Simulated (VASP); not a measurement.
The system is PN.

```
P N
1.0
    -1.38896    2.69461    2.29014
     1.38896   -2.69461    2.29014
     1.38896    2.69461   -2.29014
P N
2 2
Direct
  0.25895 0.60571 0.65324
  0.95247 0.60571 0.34676
  0.01163 0.26301 0.74862
  0.51439 0.26301 0.25138
```

The cell was generated, and may not be a known phase.

- Program: VASP 6.6.1
- Task: relaxation of cell and atoms
- Functional: PBE
- Potentials or basis: VASP PAW PBE potentials, release 64 (P, N)
- Cutoff: 600 eV
- k mesh: 8 × 8 × 8
- Occupations: gaussian, width 0.1 eV
- Spin: no spin polarisation

At the start: pressure 100.7 GPa; volume 8.57 Å³/atom.

**Question.** How do energy, volume and symmetry change on relaxing?

**Answer.** Over 33 steps the energy falls by 1239.7 meV/atom and the volume is 12.45 Å³/atom (+45.2 %); space group Imm2 (No. 44, to 0.1 Å) before and after.

Step by step:
| step | energy change (eV) | largest force (eV/Å) | pressure (GPa) | volume (Å³) |
| --- | --- | --- | --- | --- |
| 1 | 0.0000 | 15.1890 | 100.67 | 34.29 |
| 2 | -1.8964 | 3.2163 | -0.06 | 65.87 |
| 3 | -2.0041 | 3.2502 | -2.59 | 67.26 |
| 4 | -3.2633 | 1.7643 | -8.27 | 64.75 |
| 5 | -3.5009 | 0.4839 | -11.63 | 63.12 |
| 6 | -4.1329 | 2.1222 | 0.63 | 51.01 |
| 7 | -4.1356 | 2.5282 | 1.73 | 50.00 |
| 8 | -4.4825 | 1.5133 | 1.97 | 45.33 |
| 9 | -4.4830 | 1.5196 | 1.58 | 45.48 |
| 10 | -4.7151 | 0.4926 | -0.36 | 44.90 |
| 11 | -4.7432 | 0.5750 | 0.59 | 44.63 |
| 12 | -4.7924 | 0.4875 | 1.39 | 44.68 |
| 13 | -4.8019 | 1.0610 | 3.09 | 44.71 |
| 14 | -4.8356 | 0.4196 | 2.45 | 45.11 |
| 15 | -4.8531 | 0.5901 | 1.68 | 45.67 |
| 16 | -4.8534 | 0.4565 | 1.84 | 45.59 |
| 17 | -4.8663 | 0.5210 | 1.09 | 46.08 |
| 18 | -4.8761 | 0.6943 | 0.07 | 46.84 |
| 19 | -4.8921 | 0.1963 | 1.11 | 47.12 |
| 20 | -4.8946 | 0.2772 | 1.85 | 47.30 |
| 21 | -4.9060 | 0.2591 | 1.14 | 47.96 |
| 22 | -4.9226 | 0.2723 | -1.04 | 49.58 |
| 23 | -4.9320 | 0.2973 | -1.14 | 49.96 |
| 24 | -4.9321 | 0.3050 | -1.16 | 50.00 |
| 25 | -4.9394 | 0.2211 | 0.29 | 49.64 |
| 26 | -4.9410 | 0.3436 | 1.35 | 49.39 |
| 27 | -4.9457 | 0.2541 | 1.23 | 49.39 |
| 28 | -4.9542 | 0.0918 | 0.83 | 49.38 |
| 29 | -4.9449 | 0.6251 | 0.02 | 49.38 |
| 30 | -4.9553 | 0.1590 | 0.63 | 49.38 |
| 31 | -4.9575 | 0.0946 | 0.36 | 49.54 |
| 32 | -4.9582 | 0.0394 | 0.09 | 49.71 |
| 33 | -4.9588 | 0.0231 | 0.05 | 49.78 |

Final structure:
```
P N
1.0
    -1.31470    3.76512    2.51420
     1.31470   -3.76512    2.51420
     1.31470    3.76512   -2.51420
P N
2 2
Direct
  0.43832 0.59020 0.84812
  0.74208 0.59020 0.15188
  0.01790 0.27852 0.73939
  0.53913 0.27852 0.26061
```

Caveat: the volume moved by over 15 % at a fixed basis, so the end points are rough.
